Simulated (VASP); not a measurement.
# BN in VASP: single point with r2SCAN

Aim: the single point of BN with r2SCAN.

All numbers are computed with VASP 6.6.1; they aren't measurements. Logs are shortened: lines on timing, memory, paths and dates and some standing lists are left out, and cuts for length are marked.

**1. The cell of the first run**

The cell holds a slab with vacuum, 8 atoms: a = 2.505 Å, b = 2.505 Å, c = 25.018 Å, α = 90.00°, β = 90.00°, γ = 60.07°.

**2. Single point, r2SCAN**

Contents of POSCAR:

```
BN
1.0
    2.5051851807      0.0000000000      0.0000000000
    1.2500915888      2.1709960408      0.0000000000
    0.0000000000      0.0000000000     25.0184465684
B N
4 4
Direct
    0.4998931263      0.4998931263      0.2997788044
    0.9998931263      0.9998931263      0.4332596015
    0.4998931263      0.4998931263      0.5667403985
    0.9998931263      0.9998931263      0.7002211956
    0.8334068837      0.8334068837      0.2997788044
    0.3334068837      0.3334068837      0.4332596015
    0.8334068837      0.8334068837      0.5667403985
    0.3334068837      0.3334068837      0.7002211956
```

Contents of INCAR.step1:

```
ALGO = Normal
DIPOL = 0.5 0.5 0.500
EDIFF = 1E-4
ENCUT = 520
GGA = PE
IDIPOL = 3
ISMEAR = 0
LASPH = True
LCHARG = False
LDIPOL = True
LREAL = False
LWAVE = True
NBANDS = 26
NELM = 100
PREC = Accurate
SIGMA = 0.05
```

Contents of INCAR.step2:

```
ALGO = Normal
DIPOL = 0.5 0.5 0.500
EDIFF = 1E-7
ENCUT = 520
IDIPOL = 3
ISIF = 2
ISMEAR = 0
ISTART = 1
LASPH = True
LCHARG = False
LDIPOL = True
LMIXTAU = True
LREAL = False
LWAVE = False
METAGGA = R2SCAN
NBANDS = 26
NELM = 100
PREC = Accurate
SIGMA = 0.05
```

Contents of KPOINTS:

```
k-points
0
Gamma
  12 12 1
```

Potentials or basis: VASP PAW PBE potentials, release 64 (B, N).

Run with:

```bash
> cat potpaw_PBE.64/B/POTCAR potpaw_PBE.64/N/POTCAR > POTCAR
> cp INCAR.step1 INCAR
> mpirun -np 1 vasp_std > vasp.out
> cp INCAR.step2 INCAR
> mpirun -np 1 vasp_std > vasp.out
```

OUTCAR:

```text
EDIFF = 1E-7
   ENCUT = 520
   ISIF = 2
   ISMEAR = 0
   ISTART = 1
   LASPH = True
   LREAL = False
   METAGGA = R2SCAN
   NELM = 100
   PREC = Accurate

 ion  position               nearest neighbor table
   1  0.500  0.500  0.300-   5 1.45   5 1.45   5 1.45
   2  1.000  1.000  0.433-   6 1.45   6 1.45   6 1.45
   3  0.500  0.500  0.567-   7 1.45   7 1.45   7 1.45
   4  1.000  1.000  0.700-   8 1.45   8 1.45   8 1.45
   5  0.833  0.833  0.300-   1 1.45   1 1.45   1 1.45
   6  0.333  0.333  0.433-   2 1.45   2 1.45   2 1.45
   7  0.833  0.833  0.567-   3 1.45   3 1.45   3 1.45
   8  0.333  0.333  0.700-   4 1.45   4 1.45   4 1.45

  LATTYP: Found a base centered orthorhombic cell.
 ALAT       =     2.5076849351
 B/A-ratio  =     1.7297483270
 C/A-ratio  =     9.9767104784

  Lattice vectors:

 A1 = (  -1.2500915888,  -2.1709960408,   0.0000000000)
 A2 = (   2.5051851807,   0.0000000000,   0.0000000000)
 A3 = (   0.0000000000,   0.0000000000,  25.0184465684)

Analysis of symmetry for initial positions (statically):
=====================================================================
 Subroutine PRICEL returns:
 Original cell was already a primitive cell.

 Routine SETGRP: Setting up the symmetry group for a
 base centered orthorhombic supercell.

 Subroutine GETGRP returns: Found  4 space group operations
 (whereof  2 operations were pure point group operations)
 out of a pool of  8 trial point group operations.

The static configuration has the point symmetry C_1h.
 The point group associated with its full space group is C_2v.

Analysis of symmetry for dynamics (positions and initial velocities):
=====================================================================
 Subroutine PRICEL returns:
 Original cell was already a primitive cell.

 Routine SETGRP: Setting up the symmetry group for a
 base centered orthorhombic supercell.

 Subroutine GETGRP returns: Found  4 space group operations
 (whereof  2 operations were pure point group operations)
 out of a pool of  8 trial point group operations.

The dynamic configuration has the point symmetry C_1h.
 The point group associated with its full space group is C_2v.

 Subroutine INISYM returns: Found  4 space group operations
 (whereof  2 operations are pure point group operations),
 and found     1 'primitive' translations

----------------------------------------------------------------------------------------

                                     Primitive cell

  volume of cell :     136.0690

  direct lattice vectors                    reciprocal lattice vectors
     2.505185181  0.000000000  0.000000000     0.399172088 -0.229849185  0.000000000
     1.250091589  2.170996041  0.000000000     0.000000000  0.460618067  0.000000000
     0.000000000  0.000000000 25.018446568     0.000000000  0.000000000  0.039970507

  length of vectors
     2.505185181  2.505185181 25.018446568     0.460618067  0.460618067  0.039970507

  position of ions in fractional coordinates (direct lattice)
     0.499893126  0.499893126  0.299778804
     0.999893126  0.999893126  0.433259601
     0.499893126  0.499893126  0.566740399
     0.999893126  0.999893126  0.700221196
     0.833406884  0.833406884  0.299778804
     0.333406884  0.333406884  0.433259601
     0.833406884  0.833406884  0.566740399
     0.333406884  0.333406884  0.700221196

  ion indices of the primitive-cell ions
   primitive index   ion index
                 1           1
                 2           2
                 3           3
                 4           4
                 5           5
                 6           6
                 7           7
                 8           8

----------------------------------------------------------------------------------------

 KPOINTS: k-points

Automatic generation of k-mesh.
 Grid dimensions read from file:
 generate k-points for:   12   12    1

 Generating k-lattice:

  Cartesian coordinates                     Fractional coordinates (reciprocal lattice)
     0.033264341 -0.019154099  0.000000000     0.083333333  0.000000000  0.000000000
     0.000000000  0.038384839  0.000000000     0.000000000  0.083333333  0.000000000
     0.000000000  0.000000000  0.039970507     0.000000000  0.000000000  1.000000000

  Length of vectors
     0.038384839  0.038384839  0.039970507

  Shift w.r.t. Gamma in fractional coordinates (k-lattice)
     0.000000000  0.000000000  0.000000000

 Subroutine IBZKPT returns following result:
 ===========================================

 Found     43 irreducible k-points:

 Following reciprocal coordinates:
            Coordinates               Weight
  0.000000  0.000000  0.000000      1.000000
  0.083333 -0.000000  0.000000      4.000000
  0.166667  0.000000  0.000000      4.000000
  0.250000  0.000000  0.000000      4.000000
  0.333333  0.000000  0.000000      4.000000
  0.416667 -0.000000  0.000000      4.000000
[... 16 lines left out ...]
  0.500000  0.166667  0.000000      4.000000
 -0.416667  0.166667  0.000000      4.000000
 [... further k-points ...]
   k-points           NKPTS =     43   k-points in BZ     NKDIM =     43   number of bands    NBANDS=     26
   number of dos      NEDOS =    301   number of ions     NIONS =      8
   total plane-waves  NPLWV =  76800
   dimension x,y,z NGX =    20 NGY =   20 NGZ =  192
   dimension x,y,z NGXF=    40 NGYF=   40 NGZF=  384
   ions per type =               4   4
   NGX,Y,Z   is equivalent  to a cutoff of  13.27, 13.27, 12.76 a.u.
   NGXF,Y,Z  is equivalent  to a cutoff of  26.54, 26.54, 25.52 a.u.
 SYSTEM =  unknown system
   PREC   = accura    normal or accurate (medium, high low for compatibility)
   ISTART =      1    job   : 0-new  1-cont  2-samecut
   ICHARG =      0    charge: 1-file 2-atom 10-const
   ISPIN  =      1    spin polarized calculation?
   LNONCOLLINEAR =      F non collinear calculations
   LSORBIT =      F    spin-orbit coupling
   LASPH  =      T    aspherical Exc in radial PAW
   ENCUT  =  520.0 eV  38.22 Ry    6.18 a.u.   4.66  4.66 46.52*2*pi/ulx,y,z
   NELM   =    100;   NELMIN=  2; NELMDL=  0     # of ELM steps
   EDIFF  = 0.1E-06   stopping-criterion for ELM
   LREAL  =      F    real-space projection
   EDIFFG = 0.1E-05   stopping-criterion for IOM
   NSW    =      0    number of steps for IOM
   IBRION =     -1    ionic relax: 0-MD 1-quasi-New 2-CG
   NFREE  =      0    steps in history (QN), initial steepest desc. (CG)
   ISIF   =      2    stress and relaxation
   ISYM   =      2    0-nonsym 1-usesym 2-fastsym
   POTIM  = 0.5000    time-step for ionic-motion
   TEBEG  =    0.0;   TEEND  =   0.0 temperature during run
   PSTRESS=    0.0 pullay stress
   NELECT =      32.0000    total number of electrons
   NUPDOWN=      -1.0000    fix difference up-down
   EMIN   =  10.00;   EMAX   =-10.00  energy-range for DOS
   EFERMI =   0.00;   METHOD = LEGACY
   ISMEAR =     0;   SIGMA  =   0.05  broadening in eV -4-tet -1-fermi 0-gaus
   EFERMI_NEDOS =   21; number of points for ismear=-14 and -15
   IALGO  =     38    algorithm
   IMIX   =      4    mixing-type and parameters
     AMIX     =   0.40;   BMIX     =  1.00
     AMIX_MAG =   1.60;   BMIX_MAG =  1.00
  volume/ion in A,a.u.               =      17.01       114.78
  Fermi-wavevector in a.u.,A,eV,Ry     =   1.010505  1.909577 13.893183  1.021120
  Thomas-Fermi vector in A             =   2.143498
   LORBIT       =      0    0 simple, 1 ext, 2 COOP (PROOUT), +10 PAW based schemes
   METAGGA = R2SCAN    functional components
   LHFCALC =     F    Hartree Fock is set to
   AEXX    =    0.0000 exact exchange contribution
   IVDW    =     0    specifies the selected vdW correction
   LEPSILON=     F    determine dielectric tensor
   LRPA    =     F    only Hartree local field effects (RPA)
 non-spin polarized calculation
 Gauss-broadening in eV      SIGMA  =   0.05
  energy-cutoff  :      520.00
  volume of cell :      136.07
 maximum number of plane-waves:      3713
   NGX =  9   NGY =  9   NGZ = 93

 number of electron      31.9999998 magnetization

 dipolmoment           0.000000      0.000000      0.000000 electrons x Angstroem

 Free energy of the ion-electron system (eV)
  ---------------------------------------------------
  ext. energy  EPLUGINS =         0.00000000
  ---------------------------------------------------
  free energy    TOTEN  =       -77.13849734 eV

  energy without entropy =      -77.13849734  energy(sigma->0) =      -77.13849734

 E-fermi :  -1.3654     XC(G=0):  -5.9520

 val. band max:       -1.6732771425   @ k =  -0.3333   0.3333   0.0000
 cond. band min:       2.6874701191   @ k =   0.5000   0.5000   0.0000
 fundamental gap:      4.3607472616
 Fermi energy:        -1.3653605176

 k-point     1 :       0.0000    0.0000    0.0000
  band No.  band energies     occupation
      1     -20.5397      2.00000
      2     -20.4665      2.00000
      3     -20.3805      2.00000
      4     -20.3153      2.00000
      5      -7.9519      2.00000
      6      -7.4750      2.00000
[... 18 lines left out ...]
     25       9.7371      0.00000
     26      10.5168      0.00000

 k-point     2 :       0.0833   -0.0000    0.0000
  band No.  band energies     occupation
      1     -20.3989      2.00000
      2     -20.3267      2.00000
      3     -20.2421      2.00000
      4     -20.1780      2.00000
      5      -7.7591      2.00000
      6      -7.2865      2.00000
[... 18 lines left out ...]
     25       9.8730      0.00000
[... 608 lines left out ...]
     25      10.8899      0.00000
     26      11.2885      0.00000

 k-point    24 :      -0.4167    0.1667    0.0000
  band No.  band energies     occupation
      1     -17.0166      2.00000
      2     -17.0124      2.00000
      3     -17.0007      2.00000
      4     -17.0006      2.00000
      5     -10.6759      2.00000
      6     -10.6757      2.00000
[... 18 lines left out ...]
     25      12.0088      0.00000
     26      12.0205      0.00000

 [... further k-points ...]

------------------------ aborting loop because EDIFF is reached ----------------------------------------

 vacuum level on the upper side and lower side of the slab       (xc-potential included)         0.004         0.004

  FORCE on cell =-STRESS in cart. coord.  units (eV):
  Direction    XX          YY          ZZ          XY          YZ          ZX
  --------------------------------------------------------------------------------------
  -------------------------------------------------------------------------------------
  Total       -0.7904644     -0.8263153      0.2237600      0.0311306      0.0000000     -0.0000000
  in kB       -9.3075142     -9.7296495      2.6347167      0.3665547      0.0000000     -0.0000000
  external PRESSURE =      -5.4674823 kB  Pullay stress =       0.0000000 kB

 VOLUME and BASIS-vectors are now :
 -----------------------------------------------------------------------------
  energy-cutoff  :      520.00
  volume of cell :      136.07
      direct lattice vectors                 reciprocal lattice vectors
     2.505185181  0.000000000  0.000000000     0.399172088 -0.229849185  0.000000000
     1.250091589  2.170996041  0.000000000     0.000000000  0.460618067  0.000000000
     0.000000000  0.000000000 25.018446568     0.000000000  0.000000000  0.039970507

 POSITION                                       TOTAL-FORCE (eV/Angst)
 -----------------------------------------------------------------------------------
      1.87724      1.08527      7.50000         0.007762      0.004488      0.005818
      3.75488      2.17076     10.83948         0.000985      0.000570     -0.000577
      1.87724      1.08527     14.17896         0.000985      0.000570      0.000577
      3.75488      2.17076     17.51845         0.007762      0.004488     -0.005818
      3.12967      1.80932      7.50000        -0.007695     -0.004448     -0.041679
      1.25204      0.72383     10.83948        -0.001053     -0.000609     -0.000110
      3.12967      1.80932     14.17896        -0.001053     -0.000609      0.000110
      1.25204      0.72383     17.51845        -0.007695     -0.004448      0.041679
 -----------------------------------------------------------------------------------
    total drift:                                0.000088      0.000051      0.000001

  FREE ENERGIE OF THE ION-ELECTRON SYSTEM (eV)
  ---------------------------------------------------
  free  energy   TOTEN  =       -77.1384973449 eV

  energy  without entropy=      -77.1384973449  energy(sigma->0) =      -77.13849734

 vacuum level on the upper side and lower side of the slab         4.279         4.279
```

Run time: 7.7 min. Hardware: 1 thread of Intel Xeon Platinum 8488C (Sapphire Rapids), shared host; peak memory 0.34 GiB.

Results:

```
Free energy            : -77.1385 eV
Largest force          : 0.043 eV/Å
Band gap on the k mesh : 4.36 eV (least direct gap 4.78 eV)
```

Forces on the atoms (eV/Å):
```
B    0.008  0.004  0.006
B    0.001  0.001 -0.001
B    0.001  0.001  0.001
B    0.008  0.004 -0.006
N   -0.008 -0.004 -0.042
N   -0.001 -0.001  0.000
N   -0.001 -0.001  0.000
N   -0.008 -0.004  0.042
```

Caveat: the PAW data sets were made with another functional, which shifts forces and pressure a little.
